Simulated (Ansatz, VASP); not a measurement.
# GaN in VASP and in Ansatz

```
CELL_PARAMETERS angstrom
3.08460 0.00000 0.00000
-1.54230 2.67134 0.00000
0.00000 0.00000 5.32098
ATOMIC_POSITIONS crystal
Ga 0.33333 0.66667 0.00000
Ga 0.66667 0.33333 0.50000
N 0.33333 0.66667 0.37500
N 0.66667 0.33333 0.87500
```

Change from the starting cell: strain -0.030 along x and y, +0.030 along z, atoms carried along.

Alike in both runs: task single point; functional r2SCAN; k mesh 12 × 12 × 6; occupations gaussian, width 0.05 eV; no spin polarisation.

```csv
,VASP,Ansatz
version,VASP 6.6.1,Ansatz 0.2.0
potentials or method,"VASP PAW PBE potentials, release 64 (Ga_d, N), cutoff 520 eV","scalar-relativistic, plane waves, PAW"
valence electrons in the cell,36,36
```

```csv
,VASP,Ansatz,Ansatz less VASP
gap on the k mesh at the Fermi level (eV),2.33,2.34,+0.011
least direct gap on the mesh (eV),2.33,2.34,+0.011
pressure (GPa),9.8,8.6,-1.15
"traceless stress, the component that is largest in VASP (GPa)",-15.91,-15.71,+0.200
rms of the force components (eV/Å),0.296,0.279,-0.0170
```

VASP's potentials were made for PBE, not for r2SCAN. Atom by atom the forces differ by 0.017 eV/Å (rms over components).
